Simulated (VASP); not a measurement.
A run of VASP 6.6.1 is set up as follows.

Contents of INCAR:

```
PREC     = Accurate       # precision mode
ENCUT    = 520            # plane-wave cutoff, eV
EDIFF    = 1E-7           # SCF threshold, eV
ISMEAR   = -1             # smearing method
SIGMA    = 0.02           # smearing width, eV
LREAL    = F              # projectors in reciprocal space
LASPH    = T              # aspherical terms in the spheres
NELM     = 100            # most SCF steps
ALGO     = Normal         # electronic algorithm
ISIF     = 2              # what is computed and relaxed
LWAVE    = F              # write WAVECAR
LCHARG   = F              # write CHGCAR
GGA      = CA             # functional
NBANDS   = 26             # bands
```

Contents of KPOINTS:

```
regular mesh
0
Gamma
  10 6 6
```

POSCAR

```
AlN
1.0
   -1.5443422054      2.6748791640      0.0000000000
    0.0000000000      0.0000000000      4.9432878602
    4.6330266161      2.6748791640      0.0000000000
Al N
4 4
Direct
    0.5000000000      0.9970106840      0.1666666670
    0.0000000000      0.9970106840      0.6666666670
    0.0000000000      0.4970106840      0.3333333330
    0.5000000000      0.4970106840      0.8333333330
    0.5000000000      0.3789893160      0.1666666670
    0.0000000000      0.3789893160      0.6666666670
    0.0000000000      0.8789893160      0.3333333330
    0.5000000000      0.8789893160      0.8333333330
```

Potentials or basis: VASP PAW LDA potentials, release 64 (Al, N).

Command:

```console
$ cat potpaw_LDA.64/Al/POTCAR potpaw_LDA.64/N/POTCAR > POTCAR
$ mpirun -np 1 vasp_std > vasp.out
```

(1) Predict the pressure.

(2) Estimate the band gap on the k mesh.

Answers

(1) 0.6 GPa.

(2) 4.42 eV.
